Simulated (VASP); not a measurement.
# HfC (WC type) (P-6m2) in VASP: a series of runs

The runs below take HfC (WC type) through single point, with PBE.

Program: VASP 6.6.1. These are calculated values, not measurements. Logs are shortened: lines on timing, memory, paths and dates and some standing lists are left out, and cuts for length are marked.

### Step 1. The cell of the first run

It takes space group P-6m2 (No. 187, hexagonal). Conventional cell: a = 2.910 Å, b = 2.910 Å, c = 2.720 Å, α = 90.00°, β = 90.00°, γ = 120.00°. Within 3.0 Å of Hf (site symmetry -6m2) lie 6 C at 2.16 Å and 8 Hf at 2.72 to 2.91 Å. C (site symmetry -6m2) has 6 Hf at 2.16 Å and 8 C at 2.72 to 2.91 Å within 3.0 Å.

### Step 2. Single point, PBE

Contents of INCAR:

```
PREC = Accurate ; ENCUT = 520
EDIFF = 1E-7 ; ISMEAR = -1
SIGMA = 0.1 ; LREAL = False
LASPH = True ; NELM = 80
ALGO = Normal ; ISIF = 2
LWAVE = False ; LCHARG = False
GGA = PE ; NBANDS = 14
```

Contents of KPOINTS:

```
regular mesh
0
Gamma
  16 16 14
```

Contents of POSCAR:

```
HfC
1.0
    2.9095361993      0.0000000000      0.0000000000
   -1.4547680996      2.5197322618      0.0000000000
    0.0000000000      0.0000000000      2.7196385526
Hf C
1 1
Direct
    0.0000000000      0.0000000000      0.0000000000
    0.3333333333      0.6666666667      0.5000000000
```

Potentials or basis: VASP PAW PBE potentials, release 64 (Hf_pv, C).

On the command line:

```
$ cat potpaw_PBE.64/Hf_pv/POTCAR potpaw_PBE.64/C/POTCAR > POTCAR
$ mpirun -np 1 vasp_std > vasp.out
```

OUTCAR:

```text
PREC = Accurate
   ENCUT = 520
   EDIFF = 1E-7
   ISMEAR = -1
   LREAL = False
   LASPH = True
   NELM = 80
   ISIF = 2
   GGA = PE

 ion  position               nearest neighbor table
   1  0.000  0.000  0.000-   2 2.16   2 2.16   2 2.16   2 2.16   2 2.16   2 2.16
   2  0.333  0.667  0.500-   1 2.16   1 2.16   1 2.16   1 2.16   1 2.16   1 2.16

  LATTYP: Found a hexagonal cell.
 ALAT       =     2.9095361993
 C/A-ratio  =     0.9347326743

  Lattice vectors:

 A1 = (   2.9095361993,   0.0000000000,   0.0000000000)
 A2 = (  -1.4547680996,   2.5197322618,   0.0000000000)
 A3 = (   0.0000000000,   0.0000000000,   2.7196385526)

Analysis of symmetry for initial positions (statically):
=====================================================================
 Subroutine PRICEL returns:
 Original cell was already a primitive cell.

 Routine SETGRP: Setting up the symmetry group for a
 hexagonal supercell.

 Subroutine GETGRP returns: Found 12 space group operations
 (whereof 12 operations were pure point group operations)
 out of a pool of 24 trial point group operations.

The static configuration has the point symmetry D_3h.

Analysis of symmetry for dynamics (positions and initial velocities):
=====================================================================
 Subroutine PRICEL returns:
 Original cell was already a primitive cell.

 Routine SETGRP: Setting up the symmetry group for a
 hexagonal supercell.

 Subroutine GETGRP returns: Found 12 space group operations
 (whereof 12 operations were pure point group operations)
 out of a pool of 24 trial point group operations.

The dynamic configuration has the point symmetry D_3h.

 Subroutine INISYM returns: Found 12 space group operations
 (whereof 12 operations are pure point group operations),
 and found     1 'primitive' translations

----------------------------------------------------------------------------------------

                                     Primitive cell

  volume of cell :      19.9384

  direct lattice vectors                    reciprocal lattice vectors
     2.909536199  0.000000000  0.000000000     0.343697391  0.198433781  0.000000000
    -1.454768100  2.519732262  0.000000000     0.000000000  0.396867562  0.000000000
     0.000000000  0.000000000  2.719638553     0.000000000  0.000000000  0.367695920

  length of vectors
     2.909536199  2.909536199  2.719638553     0.396867562  0.396867562  0.367695920

  position of ions in fractional coordinates (direct lattice)
     0.000000000  0.000000000  0.000000000
     0.333333333  0.666666667  0.500000000

  ion indices of the primitive-cell ions
   primitive index   ion index
                 1           1
                 2           2

----------------------------------------------------------------------------------------

 KPOINTS: regular mesh

Automatic generation of k-mesh.
 Grid dimensions read from file:
 generate k-points for:   16   16   14

 Generating k-lattice:

  Cartesian coordinates                     Fractional coordinates (reciprocal lattice)
     0.021481087  0.012402111  0.000000000     0.062500000  0.000000000  0.000000000
     0.000000000  0.024804223  0.000000000     0.000000000  0.062500000  0.000000000
     0.000000000  0.000000000  0.026263994     0.000000000  0.000000000  0.071428571

  Length of vectors
     0.024804223  0.024804223  0.026263994

  Shift w.r.t. Gamma in fractional coordinates (k-lattice)
     0.000000000  0.000000000  0.000000000

 Subroutine IBZKPT returns following result:
 ===========================================

 Found    240 irreducible k-points:

 Following reciprocal coordinates:
            Coordinates               Weight
  0.000000  0.000000  0.000000      1.000000
  0.062500  0.000000  0.000000      6.000000
  0.125000  0.000000  0.000000      6.000000
  0.187500  0.000000  0.000000      6.000000
  0.250000  0.000000  0.000000      6.000000
  0.312500  0.000000  0.000000      6.000000
[... 16 lines left out ...]
  0.187500  0.187500  0.000000      6.000000
  0.250000  0.187500  0.000000     12.000000
 [... further k-points ...]
   k-points           NKPTS =    240   k-points in BZ     NKDIM =    240   number of bands    NBANDS=     14
   number of dos      NEDOS =    301   number of ions     NIONS =      2
   total plane-waves  NPLWV =  11520
   dimension x,y,z NGX =    24 NGY =   24 NGZ =   20
   dimension x,y,z NGXF=    48 NGYF=   48 NGZF=   40
   ions per type =               1   1
   NGX,Y,Z   is equivalent  to a cutoff of  13.71, 13.71, 12.23 a.u.
   NGXF,Y,Z  is equivalent  to a cutoff of  27.43, 27.43, 24.45 a.u.
 SYSTEM =  unknown system
   PREC   = accura    normal or accurate (medium, high low for compatibility)
   ISTART =      0    job   : 0-new  1-cont  2-samecut
   ICHARG =      2    charge: 1-file 2-atom 10-const
   ISPIN  =      1    spin polarized calculation?
   LNONCOLLINEAR =      F non collinear calculations
   LSORBIT =      F    spin-orbit coupling
   LASPH  =      T    aspherical Exc in radial PAW
   ENCUT  =  520.0 eV  38.22 Ry    6.18 a.u.   5.41  5.41  5.06*2*pi/ulx,y,z
   NELM   =     80;   NELMIN=  2; NELMDL= -5     # of ELM steps
   EDIFF  = 0.1E-06   stopping-criterion for ELM
   LREAL  =      F    real-space projection
   EDIFFG = 0.1E-05   stopping-criterion for IOM
   NSW    =      0    number of steps for IOM
   IBRION =     -1    ionic relax: 0-MD 1-quasi-New 2-CG
   NFREE  =      0    steps in history (QN), initial steepest desc. (CG)
   ISIF   =      2    stress and relaxation
   ISYM   =      2    0-nonsym 1-usesym 2-fastsym
   POTIM  = 0.5000    time-step for ionic-motion
   TEBEG  =    0.0;   TEEND  =   0.0 temperature during run
   PSTRESS=    0.0 pullay stress
   NELECT =      14.0000    total number of electrons
   NUPDOWN=      -1.0000    fix difference up-down
   EMIN   =  10.00;   EMAX   =-10.00  energy-range for DOS
   EFERMI =   0.00;   METHOD = LEGACY
   ISMEAR =    -1;   SIGMA  =   0.10  broadening in eV -4-tet -1-fermi 0-gaus
   EFERMI_NEDOS =   21; number of points for ismear=-14 and -15
   IALGO  =     38    algorithm
   IMIX   =      4    mixing-type and parameters
     AMIX     =   0.40;   BMIX     =  1.00
     AMIX_MAG =   1.60;   BMIX_MAG =  1.00
  volume/ion in A,a.u.               =       9.97        67.28
  Fermi-wavevector in a.u.,A,eV,Ry     =   1.455083  2.749708 28.807155  2.117266
  Thomas-Fermi vector in A             =   2.572159
   LORBIT       =      0    0 simple, 1 ext, 2 COOP (PROOUT), +10 PAW based schemes
   GGA     = PE    functional components
   LHFCALC =     F    Hartree Fock is set to
   AEXX    =    0.0000 exact exchange contribution
   IVDW    =     0    specifies the selected vdW correction
   LEPSILON=     F    determine dielectric tensor
   LRPA    =     F    only Hartree local field effects (RPA)
 non-spin polarized calculation
  energy-cutoff  :      520.00
  volume of cell :       19.94
 maximum number of plane-waves:       552
 NGX is ok and might be reduce to    24
   NGX = 11   NGY = 11   NGZ = 11

 number of electron      14.0000004 magnetization

 Free energy of the ion-electron system (eV)
  ---------------------------------------------------
  ext. energy  EPLUGINS =         0.00000000
  ---------------------------------------------------
  free energy    TOTEN  =       -18.01700164 eV

  energy without entropy =      -18.00454034  energy(sigma->0) =      -18.01077099

 E-fermi :   7.8374     XC(G=0): -13.4214

 val. band max:        7.8199529876   @ k =   0.3750   0.1875   0.5000
 cond. band min:       7.9216526263   @ k =   0.1875   0.1875   0.0000
 fundamental gap:      0.1016996387
 Fermi energy:         7.8374432317

 k-point     1 :       0.0000    0.0000    0.0000
  band No.  band energies     occupation
      1     -20.7623      2.00000
      2     -20.7623      2.00000
      3     -20.4495      2.00000
      4      -5.4410      2.00000
      5       5.7979      2.00000
      6       5.8217      2.00000
      7       5.8217      2.00000
      8       9.7804      0.00000
      9      14.9773      0.00000
     10      16.0135      0.00000
     11      16.0135      0.00000
     12      16.4498      0.00000
     13      16.4498      0.00000
     14      22.8038      0.00000

 k-point     2 :       0.0625    0.0000    0.0000
  band No.  band energies     occupation
      1     -20.8368      2.00000
      2     -20.7774      2.00000
      3     -20.4405      2.00000
      4      -5.3103      2.00000
      5       5.5184      2.00000
      6       5.9259      2.00000
      7       5.9725      2.00000
      8       9.5773      0.00000
      9      15.2706      0.00000
     10      15.9576      0.00000
     11      16.2199      0.00000
     12      16.3108      0.00000
     13      16.3968      0.00000
     14      22.8032      0.00000

 k-point     3 :       0.1250    0.0000    0.0000
  band No.  band energies     occupation
      1     -21.0437      2.00000
      2     -20.8203      2.00000
      3     -20.4146      2.00000
      4      -4.9398      2.00000
      5       4.9515      2.00000
      6       6.2256      2.00000
      7       6.2448      2.00000
      8       9.0645      0.00001
      9      15.3168      0.00000
     10      15.8027      0.00000
     11      16.2664      0.00000
     12      16.6996      0.00000
     13      16.7185      0.00000
     14      22.8023      0.00000
[... 324 lines left out ...]
 k-point    23 :       0.1875    0.1875    0.0000
  band No.  band energies     occupation
      1     -21.9355      2.00000
      2     -21.1872      2.00000
      3     -20.2717      2.00000
      4      -2.8191      2.00000
      5       3.1166      2.00000
      6       6.8360      1.99991
      7       7.1871      1.99701
      8       7.9217      0.60219
      9      13.4674      0.00000
     10      14.1610      0.00000
     11      16.6587      0.00000
     12      19.1336      0.00000
     13      20.5639      0.00000
     14      22.8194      0.00000

 k-point    24 :       0.2500    0.1875    0.0000
  band No.  band energies     occupation
      1     -22.1041      2.00000
      2     -21.3223      2.00000
      3     -20.2348      2.00000
      4      -2.1993      2.00000
      5       2.8724      2.00000
      6       6.4668      2.00000
      7       6.8542      1.99989
      8       8.6043      0.00093
      9      13.2112      0.00000
     10      13.6349      0.00000
     11      16.9051      0.00000
     12      19.7078      0.00000
     13      21.1348      0.00000
     14      22.8183      0.00000

 [... further k-points ...]

------------------------ aborting loop because EDIFF is reached ----------------------------------------

  FORCE on cell =-STRESS in cart. coord.  units (eV):
  Direction    XX          YY          ZZ          XY          YZ          ZX
  --------------------------------------------------------------------------------------
  -------------------------------------------------------------------------------------
  Total       11.7312707     11.7312707     11.5610037      0.0000000      0.0000000      0.0000000
  in kB      942.6843283    942.6843283    929.0022665      0.0000000      0.0000000      0.0000000
  external PRESSURE =     938.1236410 kB  Pullay stress =       0.0000000 kB

 VOLUME and BASIS-vectors are now :
 -----------------------------------------------------------------------------
  energy-cutoff  :      520.00
  volume of cell :       19.94
      direct lattice vectors                 reciprocal lattice vectors
     2.909536199  0.000000000  0.000000000     0.343697391  0.198433781  0.000000000
    -1.454768100  2.519732262  0.000000000     0.000000000  0.396867562  0.000000000
     0.000000000  0.000000000  2.719638553     0.000000000  0.000000000  0.367695920

 POSITION                                       TOTAL-FORCE (eV/Angst)
 -----------------------------------------------------------------------------------
      0.00000      0.00000      0.00000         0.000000      0.000000      0.000000
     -0.00000      1.67982      1.35982        -0.000000      0.000000      0.000000
 -----------------------------------------------------------------------------------
    total drift:                                0.000000     -0.000000     -0.000000

  FREE ENERGIE OF THE ION-ELECTRON SYSTEM (eV)
  ---------------------------------------------------
  free  energy   TOTEN  =       -18.0170016367 eV

  energy  without entropy=      -18.0045403400  energy(sigma->0) =      -18.01077099
```

Wall time 69 s (1 thread of Intel Xeon 8259CL, shared host); peak memory 0.19 GiB.

What came out:

| Property | Result |
| --- | --- |
| Free energy | -18.0170 eV |
| Pressure | 93.8 GPa |
| Band gap on the k mesh | zero (bands 7 and 8 overlap by 0.95 eV) |

Caveat: the cell stands under pressure; spin-orbit coupling is left out, which moves the levels of the heavy elements.

### Step 3. Single point, PBE

Contents of INCAR:

```
SYSTEM = HfC
PREC = Accurate
ENCUT = 520
EDIFF = 1E-6
ISMEAR = -1
SIGMA = 0.1
LREAL = .FALSE.
LASPH = .TRUE.
NELM = 80
ALGO = Normal
ISIF = 2
LWAVE = .FALSE.
LCHARG = .FALSE.
GGA = PE
NBANDS = 14
```

Contents of KPOINTS:

```
Automatic mesh
0
G
  16 16 14
  0 0 0
```

Contents of POSCAR:

```
HfC
1.0
    2.9096805673      0.0000000000      0.0000000000
   -1.4548402836      2.5198572882      0.0000000000
    0.0000000000      0.0000000000      2.7200347200
Hf C
1 1
Direct
    0.0000000000      0.0000000000      0.0000000000
    0.3333333333      0.6666666667      0.5000000000
```

Potentials or basis: VASP PAW PBE potentials, release 64 (Hf_pv, C).

On the command line:

```
$ cat potpaw_PBE.64/Hf_pv/POTCAR potpaw_PBE.64/C/POTCAR > POTCAR
$ mpirun -np 1 vasp_std > vasp.out
```

OUTCAR:

```text
SYSTEM = HfC
   PREC = Accurate
   ENCUT = 520
   EDIFF = 1E-6
   ISMEAR = -1
   LREAL = .FALSE.
   LASPH = .TRUE.
   NELM = 80
   ISIF = 2
   GGA = PE

 ion  position               nearest neighbor table
   1  0.000  0.000  0.000-   2 2.16   2 2.16   2 2.16   2 2.16   2 2.16   2 2.16
   2  0.333  0.667  0.500-   1 2.16   1 2.16   1 2.16   1 2.16   1 2.16   1 2.16

  LATTYP: Found a hexagonal cell.
 ALAT       =     2.9096805673
 C/A-ratio  =     0.9348224512

  Lattice vectors:

 A1 = (   2.9096805673,   0.0000000000,   0.0000000000)
 A2 = (  -1.4548402836,   2.5198572882,   0.0000000000)
 A3 = (   0.0000000000,   0.0000000000,   2.7200347200)

Analysis of symmetry for initial positions (statically):
=====================================================================
 Subroutine PRICEL returns:
 Original cell was already a primitive cell.

 Routine SETGRP: Setting up the symmetry group for a
 hexagonal supercell.

 Subroutine GETGRP returns: Found 12 space group operations
 (whereof 12 operations were pure point group operations)
 out of a pool of 24 trial point group operations.

The static configuration has the point symmetry D_3h.

Analysis of symmetry for dynamics (positions and initial velocities):
=====================================================================
 Subroutine PRICEL returns:
 Original cell was already a primitive cell.

 Routine SETGRP: Setting up the symmetry group for a
 hexagonal supercell.

 Subroutine GETGRP returns: Found 12 space group operations
 (whereof 12 operations were pure point group operations)
 out of a pool of 24 trial point group operations.

The dynamic configuration has the point symmetry D_3h.

 Subroutine INISYM returns: Found 12 space group operations
 (whereof 12 operations are pure point group operations),
 and found     1 'primitive' translations

----------------------------------------------------------------------------------------

                                     Primitive cell
[... 120 lines left out ...]
   LEPSILON=     F    determine dielectric tensor
   LRPA    =     F    only Hartree local field effects (RPA)
 non-spin polarized calculation
  energy-cutoff  :      520.00
  volume of cell :       19.94
 maximum number of plane-waves:       552
 NGX is ok and might be reduce to    24
   NGX = 11   NGY = 11   NGZ = 11

 number of electron      14.0000004 magnetization

 Free energy of the ion-electron system (eV)
  ---------------------------------------------------
  ext. energy  EPLUGINS =         0.00000000
  ---------------------------------------------------
  free energy    TOTEN  =       -18.01984888 eV

  energy without entropy =      -18.00738825  energy(sigma->0) =      -18.01361857

 E-fermi :   7.8349     XC(G=0): -13.4201

 val. band max:        7.8168533062   @ k =   0.3750   0.1875   0.5000
 cond. band min:       7.9201987898   @ k =   0.1875   0.1875   0.0000
 fundamental gap:      0.1033454836
 Fermi energy:         7.8349252415

 k-point     1 :       0.0000    0.0000    0.0000
  band No.  band energies     occupation
      1     -20.7652      2.00000
      2     -20.7652      2.00000
      3     -20.4530      2.00000
      4      -5.4421      2.00000
      5       5.7964      2.00000
      6       5.8209      2.00000
      7       5.8209      2.00000
      8       9.7765      0.00000
      9      14.9744      0.00000
     10      16.0089      0.00000
     11      16.0089      0.00000
     12      16.4450      0.00000
     13      16.4450      0.00000
     14      22.8006      0.00000
[... 377 lines left out ...]
      1     -22.1063      2.00000
      2     -21.3249      2.00000
      3     -20.2383      2.00000
      4      -2.2012      2.00000
      5       2.8712      2.00000
      6       6.4648      2.00000
      7       6.8512      1.99989
      8       8.6027      0.00093
      9      13.2077      0.00000
     10      13.6306      0.00000
     11      16.9014      0.00000
     12      19.7025      0.00000
     13      21.1291      0.00000
     14      22.8150      0.00000

 [... further k-points ...]

------------------------ aborting loop because EDIFF is reached ----------------------------------------

  FORCE on cell =-STRESS in cart. coord.  units (eV):
  Direction    XX          YY          ZZ          XY          YZ          ZX
  --------------------------------------------------------------------------------------
  -------------------------------------------------------------------------------------
  Total       11.7203455     11.7203455     11.5399179      0.0000000      0.0000000     -0.0000000
  in kB      941.5758018    941.5758018    927.0808206      0.0000000      0.0000000     -0.0000000
  external PRESSURE =     936.7441414 kB  Pullay stress =       0.0000000 kB

 VOLUME and BASIS-vectors are now :
 -----------------------------------------------------------------------------
  energy-cutoff  :      520.00
  volume of cell :       19.94
      direct lattice vectors                 reciprocal lattice vectors
     2.909680567  0.000000000  0.000000000     0.343680338  0.198423935  0.000000000
    -1.454840284  2.519857288  0.000000000     0.000000000  0.396847871  0.000000000
     0.000000000  0.000000000  2.720034720     0.000000000  0.000000000  0.367642366

 POSITION                                       TOTAL-FORCE (eV/Angst)
 -----------------------------------------------------------------------------------
      0.00000      0.00000      0.00000         0.000000     -0.000000      0.000000
     -0.00000      1.67990      1.36002        -0.000000      0.000000      0.000000
 -----------------------------------------------------------------------------------
    total drift:                                0.000000     -0.000000     -0.000000

  FREE ENERGIE OF THE ION-ELECTRON SYSTEM (eV)
  ---------------------------------------------------
  free  energy   TOTEN  =       -18.0198488835 eV

  energy  without entropy=      -18.0073882504  energy(sigma->0) =      -18.01361857
```

It took 64 s on 1 thread of Intel Xeon 8259CL, shared host; peak memory 0.19 GiB.

What came out:

```
Free energy            : -18.0198 eV
Pressure               : 93.7 GPa
Band gap on the k mesh : zero (bands 7 and 8 overlap by 0.95 eV)
```

Caveat: the cell stands under pressure; spin-orbit coupling is left out, which moves the levels of the heavy elements.
